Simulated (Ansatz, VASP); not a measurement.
# KBr: VASP beside Ansatz

```
CELL_PARAMETERS angstrom
4.04350 0.00000 0.00000
0.00000 4.04350 0.00000
0.00000 0.00000 4.04350
ATOMIC_POSITIONS crystal
K 0.00000 0.00000 0.00000
Br 0.50000 0.50000 0.50000
```

Alike in both runs: task single point; functional PBEsol; k mesh 6 × 6 × 6; occupations gaussian, width 0.05 eV; no spin polarisation.

|  | VASP | Ansatz |
| --- | --- | --- |
| version | VASP 6.6.1 | Ansatz 0.2.0 |
| potentials or method | VASP PAW PBE potentials, release 64 (K_sv, Br), cutoff 520 eV | scalar-relativistic, plane waves, PAW |
| valence electrons in the cell | 16 | 16 |

|  | VASP | Ansatz | Ansatz less VASP |
| --- | --- | --- | --- |
| gap on the k mesh at the Fermi level (eV) | 3.71 | 3.71 | +0.002 |
| least direct gap on the mesh (eV) | 3.97 | 3.97 | +0.002 |
| pressure (GPa) | -1.2 | -1.2 | -0.03 |

VASP's potentials were made for PBE, not for PBEsol.
